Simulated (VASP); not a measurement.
# CO2 in VASP: notebook, part 2 of 2

VASP 6.6.1.

**4. Single point, PBE+D3(BJ)**

Contents of INCAR:

```
SYSTEM = CO2
PREC = Accurate ; ENCUT = 520
EDIFF = 1E-7 ; ISMEAR = -1
SIGMA = 0.05 ; LREAL = Auto
LASPH = .True. ; NELM = 100
ALGO = Normal ; ISIF = 2
LWAVE = .False. ; LCHARG = .False.
GGA = PE ; IVDW = 12
NBANDS = 63
```

Contents of KPOINTS:

```
Automatic mesh
0
Gamma
  1 1 1
  0 0 0
```

Contents of POSCAR:

```
CO2
1.0
    7.5804670000      0.0000000000      0.0000000000
    0.0000000000      7.5804670000      0.0000000000
    0.0000000000      0.0000000000      7.5804670000
C O
6 12
Direct
    0.0886093166      0.6580333375      0.1772186331
    0.0394039048      0.0904825521      0.7023973589
    0.6748001146      0.4542991876      0.8102271272
    0.5430536140     -0.0331246083     -0.0297738912
    0.4887957431      0.9656924831      0.4411733472
    0.1075527405      0.1549640675      0.1656890004
    0.2113590099      0.6011766821      0.0960362996
   -0.0216873182      0.7194675473      0.2595486531
    0.1185415094     -0.0099993839      0.7901887839
   -0.0479785744      0.1878248398      0.6220461088
    0.7718653745      0.4451572707      0.9316708324
    0.5902538722      0.4487058647      0.6839684151
    0.4762635336     -0.0940047625      0.0956273538
    0.6069414985      0.0076380519     -0.1647919581
    0.6207269288      1.0517689741      0.4375456024
    0.3655315695      0.8791147036      0.4492071531
   -0.0013323717      0.0711169905      0.0889391115
    0.2148284532      0.2417001486      0.2412252438
```

Potentials or basis: VASP PAW PBE potentials, release 64 (C, O).

The run is started by

```sh
> cat potpaw_PBE.64/C/POTCAR potpaw_PBE.64/O/POTCAR > POTCAR
> mpirun -np 1 vasp_gam > vasp.out
```

OUTCAR:

```text
SYSTEM = CO2
   PREC = Accurate
   ENCUT = 520
   EDIFF = 1E-7
   ISMEAR = -1
   LREAL = Auto
   LASPH = .True.
   NELM = 100
   ISIF = 2
   GGA = PE
   IVDW = 12
 IVDW          = 12

 ion  position               nearest neighbor table
   1  0.089  0.658  0.177-   8 1.14   7 1.20
   2  0.039  0.090  0.702-  10 1.16   9 1.18
   3  0.675  0.454  0.810-  12 1.15  11 1.18
   4  0.543  0.967  0.970-  13 1.17  14 1.17
   5  0.489  0.966  0.441-  16 1.14  15 1.19
   6  0.108  0.155  0.166-  18 1.19  17 1.19
   7  0.211  0.601  0.096-   1 1.20
   8  0.978  0.719  0.260-   1 1.14
   9  0.119  0.990  0.790-   2 1.18
  10  0.952  0.188  0.622-   2 1.16
  11  0.772  0.445  0.932-   3 1.18
  12  0.590  0.449  0.684-   3 1.15
  13  0.476  0.906  0.096-   4 1.17
  14  0.607  0.008  0.835-   4 1.17
  15  0.621  0.052  0.438-   5 1.19
  16  0.366  0.879  0.449-   5 1.14
  17  0.999  0.071  0.089-   6 1.19
  18  0.215  0.242  0.241-   6 1.19

  LATTYP: Found a simple cubic cell.
 ALAT       =     7.5804670000

[... 191 lines left out ...]
 fundamental gap:      6.0833050197
 Fermi energy:        -4.2503287919

 k-point     1 :       0.0000    0.0000    0.0000
  band No.  band energies     occupation
      1     -26.3882      2.00000
      2     -26.2101      2.00000
      3     -26.1481      2.00000
      4     -26.1284      2.00000
      5     -26.1007      2.00000
      6     -25.8961      2.00000
[... 52 lines left out ...]
     59       2.8671      0.00000
     60       2.9106      0.00000
 [bands above 60 left out]

------------------------ aborting loop because EDIFF is reached ----------------------------------------

 Edisp (eV)   -0.73316

 E8    (eV) :    -0.1833

  FORCE on cell =-STRESS in cart. coord.  units (eV):
  Direction    XX          YY          ZZ          XY          YZ          ZX
  --------------------------------------------------------------------------------------
  -------------------------------------------------------------------------------------
  Total       1.10370     0.37449     4.11857    -1.40720    -1.26865    -1.52600
  in kB       4.05950     1.37743    15.14848    -5.17581    -4.66620    -5.61277
  external pressure =        6.86 kB  Pullay stress =        0.00 kB

 VOLUME and BASIS-vectors are now :
 -----------------------------------------------------------------------------
  energy-cutoff  :      520.00
  volume of cell :      435.60
      direct lattice vectors                 reciprocal lattice vectors
     7.580467000  0.000000000  0.000000000     0.131917994  0.000000000  0.000000000
     0.000000000  7.580467000  0.000000000     0.000000000  0.131917994  0.000000000
     0.000000000  0.000000000  7.580467000     0.000000000  0.000000000  0.131917994

 POSITION                                       TOTAL-FORCE (eV/Angst)
 -----------------------------------------------------------------------------------
      0.67170      4.98820      1.34340         4.113177     -1.620124     -2.464820
      0.29870      0.68590      5.32450         0.188716     -0.853762      0.771115
      5.11530      3.44380      6.14190         1.897187     -0.716325      1.557036
      4.11660      7.32937      7.35477        -0.041962     -0.898213     -0.524415
      3.70530      7.32040      3.34430         4.329454      2.625288      0.008553
      0.81530      1.17470      1.25600        -0.371371      0.035284     -0.009923
[... 10 lines left out ...]
      7.57037      0.53910      0.67420         1.076162      1.045704      1.245649
      1.62850      1.83220      1.82860        -0.940268     -0.984499     -0.682837
 -----------------------------------------------------------------------------------
    total drift:                               -0.009537     -0.025259      0.044377

  FREE ENERGIE OF THE ION-ELECTRON SYSTEM (eV)
  ---------------------------------------------------
  free  energy   TOTEN  =      -138.2233407163 eV

  energy  without entropy=     -138.2233407163  energy(sigma->0) =     -138.22334072
```

stdout:

```text
POSCAR found type information on POSCAR C O
 POSCAR found :  2 types and      18 ions
 scaLAPACK will be used
 LDA part: xc-table for (Slater+PW92), standard interpolation
 POSCAR, INCAR and KPOINTS ok, starting setup
 FFT: planning ... GRIDC
 FFT: planning ... GRID_SOFT
 FFT: planning ... GRID
 WAVECAR not read
 entering main loop
```

It took 29 s on 1 thread of Intel Xeon 6975P-C (Granite Rapids), shared host; peak memory 0.37 GiB.

What came out:

```
Free energy                : -138.2233 eV
Pressure                   : 0.7 GPa
Largest force              : 5.063 eV/Å
Band gap on the k mesh     : 6.08 eV
Dispersion energy per atom : -0.041 eV
```

Forces in eV/Å, atoms in the order of the input:
```
C    4.113 -1.620 -2.465
C    0.189 -0.854  0.771
C    1.897 -0.716  1.557
C   -0.042 -0.898 -0.524
C    4.329  2.625  0.009
C   -0.371  0.035 -0.010
O   -1.408  0.415  0.587
O   -2.753  1.182  1.846
O    0.486 -0.117 -0.494
O   -0.426  0.871 -0.788
O   -0.246  0.390  0.207
O   -1.624  0.330 -1.754
O   -0.152  0.313  0.406
O    0.230  0.602 -0.056
O   -1.388 -0.758 -0.098
O   -2.971 -1.863  0.243
O    1.076  1.046  1.246
O   -0.940 -0.984 -0.683
```

Caveat: the k points lie up to 0.83 Å⁻¹ apart.
